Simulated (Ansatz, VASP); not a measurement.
# Two plane-wave programs on SiO2

Contents of INCAR:

```
SYSTEM = SiO2
  ALGO = Normal
  EDIFF = 1E-6
  ENCUT = 520
  GGA = PE
  ISIF = 2
  ISMEAR = 0
  LASPH = .True.
  LCHARG = .False.
  LREAL = .False.
  LWAVE = .False.
  NBANDS = 25
  NELM = 80
  PREC = Accurate
  SIGMA = 0.05
```

Contents of KPOINTS:

```
k-points
0
Gamma
  6 6 10
  0 0 0
```

Contents of POSCAR:

```
SiO2
1.0
    4.0954317975      0.0000000000      0.0000000000
    0.0000000000      4.0954317975      0.0000000000
    0.0000000000      0.0000000000      2.7623687474
Si O
2 4
Direct
    0.5000000000      0.5000000000      0.5000000000
    0.0000000000      0.0000000000      0.0000000000
    0.6930127928      0.6930127928      0.0000000000
    0.1930127928      0.8069872072      0.5000000000
    0.3069872072      0.3069872072      0.0000000000
    0.8069872072      0.1930127928      0.5000000000
```

Input for Ansatz:

```yaml
crystal:
  lattice:
    - [4.0954317975, 0.0, 0.0]
    - [0.0, 4.0954317975, 0.0]
    - [0.0, 0.0, 2.7623687474]
  atoms:
    - { symbol: Si, position: [0.5, 0.5, 0.5] }
    - { symbol: Si, position: [0.0, 0.0, 0.0] }
    - { symbol: O, position: [0.6930127928, 0.6930127928, 0.0] }
    - { symbol: O, position: [0.1930127928, 0.8069872072, 0.5] }
    - { symbol: O, position: [0.3069872072, 0.3069872072, 0.0] }
    - { symbol: O, position: [0.8069872072, 0.1930127928, 0.5] }
basis:
  ecutwfc: 520.0
kpoints:
  mp_grid: { grid: [6, 6, 10] }
hamiltonian:
  xc: pbe
  pseudopotentials: { kind: paw, azcp: { folder: soft_1 } }
scf:
  occupations: { method: gaussian, width: 0.05 }
output:
  forces: true
  stress: true
  eigenvalues: true
```

Alike in both runs: task single point; functional PBE; k mesh 6 × 6 × 10; occupations gaussian, width 0.05 eV; no spin polarisation.

```csv
,VASP,Ansatz
version,VASP 6.6.1,Ansatz 0.2.0
potentials or method,"VASP PAW PBE potentials, release 64 (Si, O), cutoff 520 eV","scalar-relativistic, plane waves, PAW"
valence electrons in the cell,32,32
```

```tsv
	VASP	Ansatz	Ansatz less VASP
gap on the k mesh at the Fermi level (eV)	5.48	5.50	+0.017
least direct gap on the mesh (eV)	5.48	5.50	+0.017
pressure (GPa)	11.1	10.9	-0.26
traceless stress, the component that is largest in VASP (GPa)	-15.63	-15.96	-0.332
rms of the force components (eV/Å)	0.294	0.292	-0.0025
```

Atom by atom the forces differ by 0.002 eV/Å (rms over components). With one functional, cell and mesh, what is left measures potentials, basis and numerics.
